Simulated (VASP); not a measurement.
A run of VASP 6.6.1 is set up as follows.

POSCAR

```
Ti
1.0
    4.7247673875      0.0000000000      0.0000000000
   -2.3623836938      4.0917685846      0.0000000000
    0.0000000000      0.0000000000      2.8739846809
Ti
3
Direct
    1.0000000000      1.0000000000      0.0000000000
    0.3333333333      0.6666666667      0.5000000000
    0.6666666667      0.3333333333      0.5000000000
```

INCAR.step1

```
SYSTEM = Ti
PREC = Accurate
ENCUT = 520
ISMEAR = -1
SIGMA = 0.05
LREAL = .False.
LASPH = .True.
NELM = 150
ISPIN = 2
MAGMOM = -0.461 0.334 0.334
LMAXMIX = 4
NBANDS = 29
GGA = PE
ALGO = Normal
EDIFF = 1E-4
LWAVE = .True.
LCHARG = .False.
```

File INCAR.step2:

```
SYSTEM = Ti
PREC = Accurate
ENCUT = 520
EDIFF = 1E-6
ISMEAR = -1
SIGMA = 0.05
LREAL = .False.
LASPH = .True.
NELM = 150
ALGO = Normal
ISIF = 2
LWAVE = .False.
LCHARG = .False.
ISPIN = 2
MAGMOM = -0.461 0.334 0.334
LORBIT = 11
LMAXMIX = 4
METAGGA = R2SCAN
LMIXTAU = .True.
NBANDS = 29
ISTART = 1
```

The input KPOINTS:

```
Automatic mesh
0
Gamma
  11 11 15
  0 0 0
```

Potentials or basis: VASP PAW PBE potentials, release 64 (Ti_sv).

The run is started by

```bash
$ cat potpaw_PBE.64/Ti_sv/POTCAR > POTCAR
$ cp INCAR.step1 INCAR
$ mpirun -np 1 vasp_std > vasp.out
$ cp INCAR.step2 INCAR
$ mpirun -np 1 vasp_std > vasp.out
```

Task: Estimate the site moments.

Result: Ti +0.08, -0.06 (each value once) μB.

Task: Estimate the pressure.

Result: -7.7 GPa.

Task: Estimate the net moment.

Result: -0.04 μB per cell.

Task: Predict the band gap on the k mesh.

Result: Zero (filled and empty bands overlap).

Stress tensor (GPa, compression positive):
```
-8.48  0.00  0.00
 0.00 -8.48  0.00
 0.00  0.00 -6.16
```

Caveat: the cell stands under tension; the PAW data sets were made with another functional, which shifts forces and pressure a little.
